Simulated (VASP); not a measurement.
# Al (P6_3/mmc) in VASP: further runs

The runs below take Al through single point, with PBE.

Program: VASP 6.6.1. These are calculated values, not measurements. Logs are shortened: lines on timing, memory, paths and dates and some standing lists are left out, and cuts for length are marked.

## 1. The cell of the first run

It takes space group P6_3/mmc (No. 194, hexagonal). Conventional cell: a = 2.845 Å, b = 2.845 Å, c = 9.454 Å, α = 90.00°, β = 90.00°, γ = 120.00°. Al (site symmetry -3m) has 12 Al at 2.84 to 2.88 Å within 3.7 Å. Within 3.7 Å of Al (site symmetry -6m2) lie 12 Al at 2.84 to 2.88 Å.

This isn't the form of Al at room conditions, which is fcc.

## 2. Single point, PBE

Input file INCAR:

```
SYSTEM = Al
PREC = Accurate
ENCUT = 520
EDIFF = 1E-7
ISMEAR = -1
SIGMA = 0.1
LREAL = .False.
LASPH = .True.
NELM = 80
ALGO = Normal
ISIF = 2
LWAVE = .False.
LCHARG = .False.
GGA = PE
NBANDS = 14
```

Input file KPOINTS:

```
regular mesh
0
Gamma
  13 13 4
  0 0 0
```

Input file POSCAR:

```
Al
1.0
    2.8445216588      0.0000000000      0.0000000000
   -1.4222608294      2.4634280181      0.0000000000
    0.0000000000      0.0000000000      9.4540970041
Al
4
Direct
    0.0000000000      0.0000000000      1.0000000000
    0.0000000000      0.0000000000      0.5000000000
    0.3333333333      0.6666666667      0.2500000000
    0.6666666667      0.3333333333      0.7500000000
```

Potentials or basis: VASP PAW PBE potentials, release 64 (Al).

The run is started by

```bash
> cat potpaw_PBE.64/Al/POTCAR > POTCAR
> mpirun -np 1 vasp_std > vasp.out
```

OUTCAR:

```text
SYSTEM = Al
   PREC = Accurate
   ENCUT = 520
   EDIFF = 1E-7
   ISMEAR = -1
   LREAL = .False.
   LASPH = .True.
   NELM = 80
   ISIF = 2
   GGA = PE

 ion  position               nearest neighbor table
   1  0.000  0.000  0.000-   3 2.88   4 2.88   3 2.88   4 2.88   4 2.88   3 2.88
   2  0.000  0.000  0.500-   3 2.88   4 2.88   3 2.88   4 2.88   4 2.88   3 2.88
   3  0.333  0.667  0.250-   1 2.88   2 2.88   1 2.88   2 2.88   1 2.88   2 2.88
   4  0.667  0.333  0.750-   1 2.88   2 2.88   1 2.88   2 2.88   1 2.88   2 2.88

  LATTYP: Found a hexagonal cell.
 ALAT       =     2.8445216588
 C/A-ratio  =     3.3236157562

  Lattice vectors:

 A1 = (   2.8445216588,   0.0000000000,   0.0000000000)
 A2 = (  -1.4222608294,   2.4634280181,   0.0000000000)
 A3 = (   0.0000000000,   0.0000000000,   9.4540970041)

Analysis of symmetry for initial positions (statically):
=====================================================================
 Subroutine PRICEL returns:
 Original cell was already a primitive cell.

 Routine SETGRP: Setting up the symmetry group for a
 hexagonal supercell.

 Subroutine GETGRP returns: Found 24 space group operations
 (whereof 12 operations were pure point group operations)
 out of a pool of 24 trial point group operations.

The static configuration has the point symmetry D_3d.
 The point group associated with its full space group is D_6h.

Analysis of symmetry for dynamics (positions and initial velocities):
=====================================================================
 Subroutine PRICEL returns:
 Original cell was already a primitive cell.

 Routine SETGRP: Setting up the symmetry group for a
 hexagonal supercell.

 Subroutine GETGRP returns: Found 24 space group operations
 (whereof 12 operations were pure point group operations)
 out of a pool of 24 trial point group operations.

The dynamic configuration has the point symmetry D_3d.
 The point group associated with its full space group is D_6h.

 Subroutine INISYM returns: Found 24 space group operations
 (whereof 12 operations are pure point group operations),
 and found     1 'primitive' translations

----------------------------------------------------------------------------------------

                                     Primitive cell

  volume of cell :      66.2475

  direct lattice vectors                    reciprocal lattice vectors
     2.844521659  0.000000000  0.000000000     0.351552957  0.202969194  0.000000000
    -1.422260829  2.463428018  0.000000000     0.000000000  0.405938389  0.000000000
     0.000000000  0.000000000  9.454097004     0.000000000  0.000000000  0.105774248

  length of vectors
     2.844521659  2.844521659  9.454097004     0.405938389  0.405938389  0.105774248

  position of ions in fractional coordinates (direct lattice)
     0.000000000  0.000000000  0.000000000
     0.000000000  0.000000000  0.500000000
     0.333333333  0.666666667  0.250000000
     0.666666667  0.333333333  0.750000000

  ion indices of the primitive-cell ions
   primitive index   ion index
                 1           1
                 2           2
                 3           3
                 4           4

----------------------------------------------------------------------------------------

 KPOINTS: regular mesh

Automatic generation of k-mesh.
 Grid dimensions read from file:
 generate k-points for:   13   13    4

 Generating k-lattice:

  Cartesian coordinates                     Fractional coordinates (reciprocal lattice)
     0.027042535  0.015613015  0.000000000     0.076923077  0.000000000  0.000000000
     0.000000000  0.031226030  0.000000000     0.000000000  0.076923077  0.000000000
     0.000000000  0.000000000  0.026443562     0.000000000  0.000000000  0.250000000

  Length of vectors
     0.031226030  0.031226030  0.026443562

  Shift w.r.t. Gamma in fractional coordinates (k-lattice)
     0.000000000  0.000000000  0.000000000

 Subroutine IBZKPT returns following result:
 ===========================================

 Found     63 irreducible k-points:

 Following reciprocal coordinates:
            Coordinates               Weight
  0.000000  0.000000  0.000000      1.000000
  0.076923 -0.000000  0.000000      6.000000
  0.153846 -0.000000  0.000000      6.000000
  0.230769 -0.000000  0.000000      6.000000
  0.307692 -0.000000  0.000000      6.000000
  0.384615  0.000000  0.000000      6.000000
[... 16 lines left out ...]
  0.076923 -0.000000  0.250000     12.000000
  0.153846 -0.000000  0.250000     12.000000
 [... further k-points ...]
   k-points           NKPTS =     63   k-points in BZ     NKDIM =     63   number of bands    NBANDS=     14
   number of dos      NEDOS =    301   number of ions     NIONS =      4
   total plane-waves  NPLWV =  40320
   dimension x,y,z NGX =    24 NGY =   24 NGZ =   70
   dimension x,y,z NGXF=    48 NGYF=   48 NGZF=  140
   ions per type =               4
   NGX,Y,Z   is equivalent  to a cutoff of  14.03, 14.03, 12.31 a.u.
   NGXF,Y,Z  is equivalent  to a cutoff of  28.05, 28.05, 24.62 a.u.
 SYSTEM =  Al
   PREC   = accura    normal or accurate (medium, high low for compatibility)
   ISTART =      0    job   : 0-new  1-cont  2-samecut
   ICHARG =      2    charge: 1-file 2-atom 10-const
   ISPIN  =      1    spin polarized calculation?
   LNONCOLLINEAR =      F non collinear calculations
   LSORBIT =      F    spin-orbit coupling
   LASPH  =      T    aspherical Exc in radial PAW
   ENCUT  =  520.0 eV  38.22 Ry    6.18 a.u.   5.29  5.29 17.58*2*pi/ulx,y,z
   NELM   =     80;   NELMIN=  2; NELMDL= -5     # of ELM steps
   EDIFF  = 0.1E-06   stopping-criterion for ELM
   LREAL  =      F    real-space projection
   EDIFFG = 0.1E-05   stopping-criterion for IOM
   NSW    =      0    number of steps for IOM
   IBRION =     -1    ionic relax: 0-MD 1-quasi-New 2-CG
   NFREE  =      0    steps in history (QN), initial steepest desc. (CG)
   ISIF   =      2    stress and relaxation
   ISYM   =      2    0-nonsym 1-usesym 2-fastsym
   POTIM  = 0.5000    time-step for ionic-motion
   TEBEG  =    0.0;   TEEND  =   0.0 temperature during run
   PSTRESS=    0.0 pullay stress
   NELECT =      12.0000    total number of electrons
   NUPDOWN=      -1.0000    fix difference up-down
   EMIN   =  10.00;   EMAX   =-10.00  energy-range for DOS
   EFERMI =   0.00;   METHOD = LEGACY
   ISMEAR =    -1;   SIGMA  =   0.10  broadening in eV -4-tet -1-fermi 0-gaus
   EFERMI_NEDOS =   21; number of points for ismear=-14 and -15
   IALGO  =     38    algorithm
   IMIX   =      4    mixing-type and parameters
     AMIX     =   0.40;   BMIX     =  1.00
     AMIX_MAG =   1.60;   BMIX_MAG =  1.00
  volume/ion in A,a.u.               =      16.56       111.76
  Fermi-wavevector in a.u.,A,eV,Ry     =   0.926287  1.750428 11.673900  0.858007
  Thomas-Fermi vector in A             =   2.052233
   LORBIT       =      0    0 simple, 1 ext, 2 COOP (PROOUT), +10 PAW based schemes
   GGA     = PE    functional components
   LHFCALC =     F    Hartree Fock is set to
   AEXX    =    0.0000 exact exchange contribution
   IVDW    =     0    specifies the selected vdW correction
   LEPSILON=     F    determine dielectric tensor
   LRPA    =     F    only Hartree local field effects (RPA)
 non-spin polarized calculation
  energy-cutoff  :      520.00
  volume of cell :       66.25
 maximum number of plane-waves:      1805
 NGX is ok and might be reduce to    24
   NGX = 11   NGY = 11   NGZ = 35

 number of electron      12.0000000 magnetization

 Free energy of the ion-electron system (eV)
  ---------------------------------------------------
  ext. energy  EPLUGINS =         0.00000000
  ---------------------------------------------------
  free energy    TOTEN  =       -14.96020408 eV

  energy without entropy =      -14.91064103  energy(sigma->0) =      -14.93542256

 E-fermi :   7.9383     XC(G=0): -10.1837

 val. band max:        7.9275493106   @ k =   0.2308   0.2308   0.2500
 cond. band min:       7.9731542400   @ k =   0.3077   0.3077   0.2500
 fundamental gap:      0.0456049293
 Fermi energy:         7.9383136018

 k-point     1 :       0.0000    0.0000    0.0000
  band No.  band energies     occupation
      1      -3.1489      2.00000
      2      -1.5024      2.00000
      3      -1.5018      2.00000
      4       3.2936      2.00000
      5       3.3719      2.00000
      6      11.0675      0.00000
      7      11.0781      0.00000
      8      18.8661      0.00000
      9      18.8661      0.00000
     10      19.0409      0.00000
     11      19.0409      0.00000
     12      19.9939      0.00000
     13      19.9942      0.00000
     14      20.0209      0.00000

 k-point     2 :       0.0769   -0.0000    0.0000
  band No.  band energies     occupation
      1      -3.0046      2.00000
      2      -1.3598      2.00000
      3      -1.3592      2.00000
      4       3.4277      2.00000
      5       3.5130      2.00000
      6      11.1854      0.00000
      7      11.2001      0.00000
      8      16.4608      0.00000
      9      17.4718      0.00000
     10      17.7870      0.00000
     11      17.8774      0.00000
     12      18.8480      0.00000
     13      18.8663      0.00000
     14      18.8894      0.00000
[... 343 lines left out ...]
      1      -2.9013      2.00000
      2      -2.0769      2.00000
      3      -0.4422      2.00000
      4       1.9767      2.00000
      5       5.1461      2.00000
      6       9.0166      0.00004
      7      13.5021      0.00000
      8      16.5432      0.00000
      9      17.2132      0.00000
     10      17.5588      0.00000
     11      18.2534      0.00000
     12      18.2876      0.00000
     13      18.6140      0.00000
     14      19.1502      0.00000

 k-point    24 :       0.1538   -0.0000    0.2500
  band No.  band energies     occupation
      1      -2.4696      2.00000
      2      -1.6477      2.00000
      3      -0.0179      2.00000
      4       2.3931      2.00000
      5       5.5504      2.00000
      6       9.3911      0.00000
      7      13.3969      0.00000
      8      14.0311      0.00000
      9      14.4801      0.00000
     10      15.8126      0.00000
     11      16.3257      0.00000
     12      17.0292      0.00000
     13      17.4906      0.00000
     14      18.1426      0.00000

 [... further k-points ...]

------------------------ aborting loop because EDIFF is reached ----------------------------------------

  FORCE on cell =-STRESS in cart. coord.  units (eV):
  Direction    XX          YY          ZZ          XY          YZ          ZX
  --------------------------------------------------------------------------------------
  -------------------------------------------------------------------------------------
  Total       -0.0131695     -0.0131695     -0.0215506     -0.0000000      0.0000000      0.0000000
  in kB       -0.3185000     -0.3185000     -0.5211967     -0.0000000      0.0000000      0.0000000
  external PRESSURE =      -0.3860656 kB  Pullay stress =       0.0000000 kB

 VOLUME and BASIS-vectors are now :
 -----------------------------------------------------------------------------
  energy-cutoff  :      520.00
  volume of cell :       66.25
      direct lattice vectors                 reciprocal lattice vectors
     2.844521659  0.000000000  0.000000000     0.351552957  0.202969194  0.000000000
    -1.422260829  2.463428018  0.000000000     0.000000000  0.405938389  0.000000000
     0.000000000  0.000000000  9.454097004     0.000000000  0.000000000  0.105774248

 POSITION                                       TOTAL-FORCE (eV/Angst)
 -----------------------------------------------------------------------------------
      0.00000      0.00000      0.00000         0.000000      0.000000      0.000000
      0.00000      0.00000      4.72705        -0.000000      0.000000      0.000000
     -0.00000      1.64229      2.36352        -0.000000      0.000000      0.000000
      1.42226      0.82114      7.09057         0.000000     -0.000000      0.000000
 -----------------------------------------------------------------------------------
    total drift:                               -0.000000      0.000000      0.000000

  FREE ENERGIE OF THE ION-ELECTRON SYSTEM (eV)
  ---------------------------------------------------
  free  energy   TOTEN  =       -14.9602040828 eV

  energy  without entropy=      -14.9106410304  energy(sigma->0) =      -14.93542256
```

Run time: 26 s. Hardware: 1 thread of AMD EPYC 9R45 (Zen 5), shared host; peak memory 0.17 GiB.

What came out:

| Property | Result |
| --- | --- |
| Free energy | -14.9602 eV |
| Pressure | 0.0 GPa |
| Band gap on the k mesh | zero (bands 6 and 7 overlap by 4.96 eV) |

Levels at points of the mesh, in eV from the Fermi level:
| k point | band 4 | band 5 | band 6 | band 7 | band 8 | band 9 |
| --- | --- | --- | --- | --- | --- | --- |
| (0.00, 0.00, 0.00) | -4.64 | -4.57 | 3.13 | 3.14 | 10.93 | 10.93 |
| (0.00, 0.00, 0.50) | -7.41 | -1.07 | -1.07 | 7.90 | 7.90 | 11.24 |

(Part 1 of 2 ends here.)
